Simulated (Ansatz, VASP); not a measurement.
## One calculation of ZnO, two programs

```
Zn O
1.0
     5.62125    0.00000    0.00000
     0.00000    5.62125    0.00000
     0.00000    0.00000    3.31251
Zn O
4 4
Cartesian
  1.0219 1.0219 1.6563
  4.5993 4.5993 1.6563
  3.8325 1.7887 0.0000
  1.7887 3.8325 0.0000
  4.5953 1.0260 1.6563
  1.0260 4.5953 1.6563
  3.8366 3.8366 0.0000
  1.7846 1.7846 0.0000
```

Alike in both runs: task single point; functional r2SCAN; k mesh 4 × 4 × 6; no spin polarisation.

|  | VASP | Ansatz |
| --- | --- | --- |
| version | VASP 6.6.1 | Ansatz 0.2.0 |
| potentials or method | VASP PAW PBE potentials, release 64 (Zn, O) | plane waves, PAW |
| plane-wave cutoff (eV) | 520 | 500 |
| occupations | gaussian, width 0.01 eV | fixed |
| valence electrons in the cell | 72 | 72 |

Ansatz gave:

* gap on the k mesh at the Fermi level (eV): 1.15
* pressure (GPa): -7.3
* traceless stress, the component that is largest in VASP (GPa): -0.88
* rms of the force components (eV/Å): 0.022

**Question.** Which values does VASP return?

**Answer.** gap on the k mesh at the Fermi level (eV): 1.15; pressure (GPa): -6.7; traceless stress, the component that is largest in VASP (GPa): -0.67; rms of the force components (eV/Å): 0.029.

VASP's potentials were made for PBE, not for r2SCAN. Atom by atom the forces differ by 0.011 eV/Å (rms over components).
